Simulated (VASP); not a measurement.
# Zn3CdTe4 (P-43m) in VASP: notebook, part 2 of 2

VASP 6.6.1.

### 3 Single point, PBE

Input file INCAR:

```
SYSTEM = Zn3CdTe4
PREC = Accurate ; ENCUT = 520
EDIFF = 1E-6 ; ISMEAR = 0
SIGMA = 0.02 ; LREAL = .False.
LASPH = .True. ; NELM = 80
ALGO = Normal ; ISIF = 2
LWAVE = .False. ; LCHARG = .False.
GGA = PE ; NBANDS = 46
```

Input file KPOINTS:

```
Automatic mesh
0
Gamma
  4 4 4
  0 0 0
```

Input file POSCAR:

```
Zn3CdTe4
1.0
    6.2875654000      0.0000000000      0.0000000000
    0.0000000000      6.2875654000      0.0000000000
    0.0000000000      0.0000000000      6.2875654000
Zn Cd Te
3 1 4
Direct
    0.5000000000      0.0000000000      0.0000000000
    0.0000000000      0.0000000000      0.5000000000
    0.0000000000      0.5000000000      0.0000000000
    0.5000000000      0.5000000000      0.5000000000
    0.7593390000      0.2406610000      0.7593390000
    0.7593390000      0.7593390000      0.2406610000
    0.2406610000      0.2406610000      0.2406610000
    0.2406610000      0.7593390000      0.7593390000
```

Potentials or basis: VASP PAW PBE potentials, release 64 (Zn, Cd, Te).

On the command line:

```console
$ cat potpaw_PBE.64/Zn/POTCAR potpaw_PBE.64/Cd/POTCAR potpaw_PBE.64/Te/POTCAR > POTCAR
$ mpirun -np 1 vasp_std > vasp.out
```

OUTCAR:

```text
SYSTEM = Zn3CdTe4
   PREC = Accurate
   ENCUT = 520
   EDIFF = 1E-6
   ISMEAR = 0
   LREAL = .False.
   LASPH = .True.
   NELM = 80
   ISIF = 2
   GGA = PE

 ion  position               nearest neighbor table
   1  0.500  0.000  0.000-   5 2.69   6 2.69   7 2.69   8 2.69
   2  0.000  0.000  0.500-   5 2.69   6 2.69   7 2.69   8 2.69
   3  0.000  0.500  0.000-   5 2.69   6 2.69   7 2.69   8 2.69
   4  0.500  0.500  0.500-   5 2.82   6 2.82   7 2.82   8 2.82
   5  0.759  0.241  0.759-   1 2.69   2 2.69   3 2.69   4 2.82
   6  0.759  0.759  0.241-   1 2.69   2 2.69   3 2.69   4 2.82
   7  0.241  0.241  0.241-   1 2.69   2 2.69   3 2.69   4 2.82
   8  0.241  0.759  0.759-   1 2.69   2 2.69   3 2.69   4 2.82

  LATTYP: Found a simple cubic cell.
 ALAT       =     6.2875654000

  Lattice vectors:

 A1 = (   6.2875654000,   0.0000000000,   0.0000000000)
 A2 = (   0.0000000000,   6.2875654000,   0.0000000000)
 A3 = (   0.0000000000,   0.0000000000,   6.2875654000)

Analysis of symmetry for initial positions (statically):
=====================================================================
 Subroutine PRICEL returns:
 Original cell was already a primitive cell.

 Routine SETGRP: Setting up the symmetry group for a
 simple cubic supercell.

 Subroutine GETGRP returns: Found 24 space group operations
 (whereof 24 operations were pure point group operations)
 out of a pool of 48 trial point group operations.

The static configuration has the point symmetry T_d .

Analysis of symmetry for dynamics (positions and initial velocities):
=====================================================================
 Subroutine PRICEL returns:
 Original cell was already a primitive cell.

 Routine SETGRP: Setting up the symmetry group for a
 simple cubic supercell.

 Subroutine GETGRP returns: Found 24 space group operations
 (whereof 24 operations were pure point group operations)
 out of a pool of 48 trial point group operations.

The dynamic configuration has the point symmetry T_d .

 Subroutine INISYM returns: Found 24 space group operations
[... 119 lines left out ...]
   GGA     = PE    functional components
   LHFCALC =     F    Hartree Fock is set to
   AEXX    =    0.0000 exact exchange contribution
   IVDW    =     0    specifies the selected vdW correction
   LEPSILON=     F    determine dielectric tensor
   LRPA    =     F    only Hartree local field effects (RPA)
 non-spin polarized calculation
 Gauss-broadening in eV      SIGMA  =   0.02
  energy-cutoff  :      520.00
  volume of cell :      248.57
 maximum number of plane-waves:      6728
 NGX is ok and might be reduce to    48
   NGX = 23   NGY = 23   NGZ = 23

 number of electron      71.9999987 magnetization

 Free energy of the ion-electron system (eV)
  ---------------------------------------------------
  ext. energy  EPLUGINS =         0.00000000
  ---------------------------------------------------
  free energy    TOTEN  =       -20.29247291 eV

  energy without entropy =      -20.29247291  energy(sigma->0) =      -20.29247291

 E-fermi :   2.6672     XC(G=0):  -8.6649

 val. band max:        2.5661113883   @ k =   0.0000   0.0000   0.0000
 cond. band min:       3.4514347397   @ k =   0.0000   0.0000   0.0000
 fundamental gap:      0.8853233513
 Fermi energy:         2.6672191533

 k-point     1 :       0.0000    0.0000    0.0000
  band No.  band energies     occupation
      1      -8.7982      2.00000
      2      -7.8849      2.00000
      3      -7.8849      2.00000
      4      -7.8849      2.00000
      5      -5.4388      2.00000
      6      -5.4388      2.00000
[... 479 lines left out ...]
     45       7.7360      0.00000
     46       7.7360      0.00000

------------------------ aborting loop because EDIFF is reached ----------------------------------------

  FORCE on cell =-STRESS in cart. coord.  units (eV):
  Direction    XX          YY          ZZ          XY          YZ          ZX
  --------------------------------------------------------------------------------------
  -------------------------------------------------------------------------------------
  Total        0.2118089      0.2118089      0.2118089      0.0000000     -0.0000000      0.0000000
  in kB        1.3652346      1.3652346      1.3652346      0.0000000     -0.0000000      0.0000000
  external PRESSURE =       1.3652346 kB  Pullay stress =       0.0000000 kB

 VOLUME and BASIS-vectors are now :
 -----------------------------------------------------------------------------
  energy-cutoff  :      520.00
  volume of cell :      248.57
      direct lattice vectors                 reciprocal lattice vectors
     6.287565400  0.000000000  0.000000000     0.159044071  0.000000000  0.000000000
     0.000000000  6.287565400  0.000000000     0.000000000  0.159044071  0.000000000
     0.000000000  0.000000000  6.287565400     0.000000000  0.000000000  0.159044071

 POSITION                                       TOTAL-FORCE (eV/Angst)
 -----------------------------------------------------------------------------------
      3.14378      0.00000      0.00000         0.000000     -0.000000     -0.000000
      0.00000      0.00000      3.14378         0.000000      0.000000      0.000000
      0.00000      3.14378      0.00000         0.000000      0.000000      0.000000
      3.14378      3.14378      3.14378         0.000000     -0.000000     -0.000000
      4.77439      1.51317      4.77439         0.010946     -0.010946      0.010946
      4.77439      4.77439      1.51317         0.010946      0.010946     -0.010946
      1.51317      1.51317      1.51317        -0.010946     -0.010946     -0.010946
      1.51317      4.77439      4.77439        -0.010946      0.010946      0.010946
 -----------------------------------------------------------------------------------
    total drift:                                0.000000      0.000000     -0.000000

  FREE ENERGIE OF THE ION-ELECTRON SYSTEM (eV)
  ---------------------------------------------------
  free  energy   TOTEN  =       -20.2924729070 eV

  energy  without entropy=      -20.2924729070  energy(sigma->0) =      -20.29247291
```

stdout:

```text
POSCAR found type information on POSCAR ZnCdTe
 POSCAR found :  3 types and       8 ions
 scaLAPACK will be used
 LDA part: xc-table for (Slater+PW92), standard interpolation
 POSCAR, INCAR and KPOINTS ok, starting setup
 FFT: planning ... GRIDC
 FFT: planning ... GRID_SOFT
 FFT: planning ... GRID
 WAVECAR not read
 entering main loop
```

Wall time 58 s (1 thread of Intel Xeon 6975P-C (Granite Rapids), shared host); peak memory 0.37 GiB.

What came out:

* Free energy: -20.2925 eV
* Pressure: 0.1 GPa
* Largest force: 0.019 eV/Å
* Band gap on the k mesh: 0.89 eV

Forces on the atoms (eV/Å):
```
Zn   0.000  0.000  0.000
Zn   0.000  0.000  0.000
Zn   0.000  0.000  0.000
Cd   0.000  0.000  0.000
Te   0.011 -0.011  0.011
Te   0.011  0.011 -0.011
Te  -0.011 -0.011 -0.011
Te  -0.011  0.011  0.011
```

Caveat: spin-orbit coupling is left out, which moves the levels of the heavy elements.

### 4 Single point, LDA

Input file INCAR:

```
SYSTEM = Zn3CdTe4
  PREC = Accurate
  ENCUT = 520
  EDIFF = 1E-7
  ISMEAR = 0
  SIGMA = 0.02
  LREAL = .FALSE.
  LASPH = .TRUE.
  NELM = 80
  ALGO = Normal
  ISIF = 2
  LWAVE = .FALSE.
  LCHARG = .TRUE.
  GGA = CA
  LELF = .TRUE.
  LVHAR = .TRUE.
  NBANDS = 46
```

Input file KPOINTS:

```
Automatic mesh
0
G
  4 4 4
  0 0 0
```

POSCAR is that of step 3.

Potentials or basis: VASP PAW LDA potentials, release 64 (Zn, Cd, Te).

On the command line:

```console
$ cat potpaw_LDA.64/Zn/POTCAR potpaw_LDA.64/Cd/POTCAR potpaw_LDA.64/Te/POTCAR > POTCAR
$ mpirun -np 1 vasp_std > vasp.out
```

OUTCAR:

```text
SYSTEM = Zn3CdTe4
   PREC = Accurate
   ENCUT = 520
   EDIFF = 1E-7
   ISMEAR = 0
   LREAL = .FALSE.
   LASPH = .TRUE.
   NELM = 80
   ISIF = 2
   GGA = CA

 ion  position               nearest neighbor table
   1  0.500  0.000  0.000-   5 2.69   6 2.69   7 2.69   8 2.69
   2  0.000  0.000  0.500-   5 2.69   6 2.69   7 2.69   8 2.69
   3  0.000  0.500  0.000-   5 2.69   6 2.69   7 2.69   8 2.69
   4  0.500  0.500  0.500-   5 2.82   6 2.82   7 2.82   8 2.82
   5  0.759  0.241  0.759-   1 2.69   2 2.69   3 2.69   4 2.82
   6  0.759  0.759  0.241-   1 2.69   2 2.69   3 2.69   4 2.82
   7  0.241  0.241  0.241-   1 2.69   2 2.69   3 2.69   4 2.82
   8  0.241  0.759  0.759-   1 2.69   2 2.69   3 2.69   4 2.82

  LATTYP: Found a simple cubic cell.
 ALAT       =     6.2875654000

  Lattice vectors:

 A1 = (   6.2875654000,   0.0000000000,   0.0000000000)
 A2 = (   0.0000000000,   6.2875654000,   0.0000000000)
 A3 = (   0.0000000000,   0.0000000000,   6.2875654000)

Analysis of symmetry for initial positions (statically):
=====================================================================
 Subroutine PRICEL returns:
 Original cell was already a primitive cell.

 Routine SETGRP: Setting up the symmetry group for a
 simple cubic supercell.

 Subroutine GETGRP returns: Found 24 space group operations
 (whereof 24 operations were pure point group operations)
 out of a pool of 48 trial point group operations.

The static configuration has the point symmetry T_d .

Analysis of symmetry for dynamics (positions and initial velocities):
=====================================================================
 Subroutine PRICEL returns:
 Original cell was already a primitive cell.

 Routine SETGRP: Setting up the symmetry group for a
 simple cubic supercell.

 Subroutine GETGRP returns: Found 24 space group operations
 (whereof 24 operations were pure point group operations)
 out of a pool of 48 trial point group operations.

The dynamic configuration has the point symmetry T_d .

 Subroutine INISYM returns: Found 24 space group operations
 (whereof 24 operations are pure point group operations),
 and found     1 'primitive' translations

----------------------------------------------------------------------------------------

                                     Primitive cell

  volume of cell :     248.5693

  direct lattice vectors                    reciprocal lattice vectors
     6.287565400  0.000000000  0.000000000     0.159044071  0.000000000  0.000000000
     0.000000000  6.287565400  0.000000000     0.000000000  0.159044071  0.000000000
     0.000000000  0.000000000  6.287565400     0.000000000  0.000000000  0.159044071

  length of vectors
     6.287565400  6.287565400  6.287565400     0.159044071  0.159044071  0.159044071

  position of ions in fractional coordinates (direct lattice)
     0.500000000  0.000000000  0.000000000
     0.000000000  0.000000000  0.500000000
     0.000000000  0.500000000  0.000000000
     0.500000000  0.500000000  0.500000000
     0.759339000  0.240661000  0.759339000
     0.759339000  0.759339000  0.240661000
     0.240661000  0.240661000  0.240661000
     0.240661000  0.759339000  0.759339000

[... 43 lines left out ...]
  0.500000  0.250000  0.000000     12.000000
  0.500000  0.500000  0.000000      3.000000
  0.250000  0.250000  0.250000      8.000000
  0.500000  0.250000  0.250000     12.000000
  0.500000  0.500000  0.250000      6.000000
  0.500000  0.500000  0.500000      1.000000
   k-points           NKPTS =     10   k-points in BZ     NKDIM =     10   number of bands    NBANDS=     46
   number of dos      NEDOS =    301   number of ions     NIONS =      8
   total plane-waves  NPLWV = 110592
   dimension x,y,z NGX =    48 NGY =   48 NGZ =   48
   dimension x,y,z NGXF=    96 NGYF=   96 NGZF=   96
   ions per type =               3   1   4
   NGX,Y,Z   is equivalent  to a cutoff of  12.69, 12.69, 12.69 a.u.
   NGXF,Y,Z  is equivalent  to a cutoff of  25.38, 25.38, 25.38 a.u.
 SYSTEM =  Zn3CdTe4
   PREC   = accura    normal or accurate (medium, high low for compatibility)
   ISTART =      0    job   : 0-new  1-cont  2-samecut
   ICHARG =      2    charge: 1-file 2-atom 10-const
   ISPIN  =      1    spin polarized calculation?
   LNONCOLLINEAR =      F non collinear calculations
   LSORBIT =      F    spin-orbit coupling
   LASPH  =      T    aspherical Exc in radial PAW
   ENCUT  =  520.0 eV  38.22 Ry    6.18 a.u.  11.69 11.69 11.69*2*pi/ulx,y,z
   NELM   =     80;   NELMIN=  2; NELMDL= -5     # of ELM steps
   EDIFF  = 0.1E-06   stopping-criterion for ELM
   LREAL  =      F    real-space projection
   EDIFFG = 0.1E-05   stopping-criterion for IOM
   NSW    =      0    number of steps for IOM
   IBRION =     -1    ionic relax: 0-MD 1-quasi-New 2-CG
   NFREE  =      0    steps in history (QN), initial steepest desc. (CG)
   ISIF   =      2    stress and relaxation
   ISYM   =      2    0-nonsym 1-usesym 2-fastsym
   POTIM  = 0.5000    time-step for ionic-motion
   TEBEG  =    0.0;   TEEND  =   0.0 temperature during run
   PSTRESS=    0.0 pullay stress
   NELECT =      72.0000    total number of electrons
   NUPDOWN=      -1.0000    fix difference up-down
   EMIN   =  10.00;   EMAX   =-10.00  energy-range for DOS
   EFERMI =   0.00;   METHOD = LEGACY
   ISMEAR =     0;   SIGMA  =   0.02  broadening in eV -4-tet -1-fermi 0-gaus
   EFERMI_NEDOS =   21; number of points for ismear=-14 and -15
   IALGO  =     38    algorithm
   IMIX   =      4    mixing-type and parameters
     AMIX     =   0.40;   BMIX     =  1.00
     AMIX_MAG =   1.60;   BMIX_MAG =  1.00
  volume/ion in A,a.u.               =      31.07       209.68
  Fermi-wavevector in a.u.,A,eV,Ry     =   1.083186  2.046925 15.963614  1.173293
  Thomas-Fermi vector in A             =   2.219246
   LORBIT       =      0    0 simple, 1 ext, 2 COOP (PROOUT), +10 PAW based schemes
   GGA     = CA    functional components
   LHFCALC =     F    Hartree Fock is set to
   AEXX    =    0.0000 exact exchange contribution
   IVDW    =     0    specifies the selected vdW correction
   LEPSILON=     F    determine dielectric tensor
   LRPA    =     F    only Hartree local field effects (RPA)
 non-spin polarized calculation
 Gauss-broadening in eV      SIGMA  =   0.02
  energy-cutoff  :      520.00
  volume of cell :      248.57
 maximum number of plane-waves:      6728
 NGX is ok and might be reduce to    48
   NGX = 23   NGY = 23   NGZ = 23

 number of electron      71.9999987 magnetization

 Free energy of the ion-electron system (eV)
  ---------------------------------------------------
  ext. energy  EPLUGINS =         0.00000000
  ---------------------------------------------------
  free energy    TOTEN  =       -25.13617446 eV

  energy without entropy =      -25.13617446  energy(sigma->0) =      -25.13617446

 E-fermi :   2.4658     XC(G=0):  -9.0130

 val. band max:        2.3734772011   @ k =   0.0000   0.0000   0.0000
 cond. band min:       3.0663712934   @ k =   0.0000   0.0000   0.0000
 fundamental gap:      0.6928940923
 Fermi energy:         2.4658295255

 k-point     1 :       0.0000    0.0000    0.0000
  band No.  band energies     occupation
      1      -9.0427      2.00000
      2      -8.1281      2.00000
      3      -8.1281      2.00000
      4      -8.1281      2.00000
      5      -5.6225      2.00000
      6      -5.6225      2.00000
[... 479 lines left out ...]
     45       7.4591      0.00000
     46       7.4591      0.00000

------------------------ aborting loop because EDIFF is reached ----------------------------------------

  FORCE on cell =-STRESS in cart. coord.  units (eV):
  Direction    XX          YY          ZZ          XY          YZ          ZX
  --------------------------------------------------------------------------------------
  -------------------------------------------------------------------------------------
  Total       -5.7936472     -5.7936472     -5.7936472     -0.0000000      0.0000000      0.0000000
  in kB      -37.3435054    -37.3435054    -37.3435054     -0.0000000      0.0000000      0.0000000
  external PRESSURE =     -37.3435054 kB  Pullay stress =       0.0000000 kB

 VOLUME and BASIS-vectors are now :
 -----------------------------------------------------------------------------
  energy-cutoff  :      520.00
  volume of cell :      248.57
      direct lattice vectors                 reciprocal lattice vectors
     6.287565400  0.000000000  0.000000000     0.159044071  0.000000000  0.000000000
     0.000000000  6.287565400  0.000000000     0.000000000  0.159044071  0.000000000
     0.000000000  0.000000000  6.287565400     0.000000000  0.000000000  0.159044071

 POSITION                                       TOTAL-FORCE (eV/Angst)
 -----------------------------------------------------------------------------------
      3.14378      0.00000      0.00000        -0.000000     -0.000000      0.000000
      0.00000      0.00000      3.14378        -0.000000     -0.000000      0.000000
      0.00000      3.14378      0.00000        -0.000000     -0.000000      0.000000
      3.14378      3.14378      3.14378        -0.000000     -0.000000      0.000000
      4.77439      1.51317      4.77439        -0.008388      0.008388     -0.008388
      4.77439      4.77439      1.51317        -0.008388     -0.008388      0.008388
      1.51317      1.51317      1.51317         0.008388      0.008388      0.008388
      1.51317      4.77439      4.77439         0.008388     -0.008388     -0.008388
 -----------------------------------------------------------------------------------
    total drift:                                0.000000      0.000000     -0.000000

  FREE ENERGIE OF THE ION-ELECTRON SYSTEM (eV)
  ---------------------------------------------------
  free  energy   TOTEN  =       -25.1361744625 eV

  energy  without entropy=      -25.1361744625  energy(sigma->0) =      -25.13617446
```

Run time: 57 s. Hardware: 1 thread of Intel Xeon 6975P-C (Granite Rapids), shared host; peak memory 0.31 GiB.

Results:

```
Free energy            : -25.1362 eV
Pressure               : -3.7 GPa
Largest force          : 0.015 eV/Å
Band gap on the k mesh : 0.69 eV
```

Forces in eV/Å, atoms in the order of the input:
```
Zn   0.000  0.000  0.000
Zn   0.000  0.000  0.000
Zn   0.000  0.000  0.000
Cd   0.000  0.000  0.000
Te  -0.008  0.008 -0.008
Te  -0.008 -0.008  0.008
Te   0.008  0.008  0.008
Te   0.008 -0.008 -0.008
```

Levels at points of the mesh, in eV from the valence-band top:
```csv
k point,band 34,band 35,band 36,band 37,band 38,band 39
"(0.00, 0.00, 0.00)",0.00,0.00,0.00,0.69,2.08,2.41
"(0.50, 0.00, 0.00)",-1.26,-1.01,-1.01,2.51,2.77,3.36
"(0.50, 0.50, 0.00)",-0.80,-0.74,-0.74,2.82,2.82,3.13
"(0.50, 0.50, 0.50)",-0.65,-0.65,-0.65,1.53,1.53,1.53
```

Caveat: the cell stands under tension; spin-orbit coupling is left out, which moves the levels of the heavy elements.

### 5 Summary

```tsv
level	potentials or basis	smearing	gap on the mesh (eV)	pressure (GPa)	largest force (eV/Å)
PBE	VASP PAW PBE potentials, release 64 (Zn, Cd, Te)	gaussian 0.1 eV	0.89	0.1	0.02
PBE	VASP PAW PBE potentials, release 64 (Zn, Cd, Te)	gaussian 0.02 eV	0.89	0.1	0.02
LDA	VASP PAW LDA potentials, release 64 (Zn, Cd, Te)	gaussian 0.02 eV	0.69	-3.7	0.01
```

Alike in all rows: task single point; no spin polarisation; cell as given; k mesh 4 × 4 × 4; cutoff (eV) 520.

Caveats: spin-orbit coupling is left out, which moves the levels of the heavy elements; the cell stands under tension (at least some runs).

Absolute energies hang on the potentials; compare differences alone.
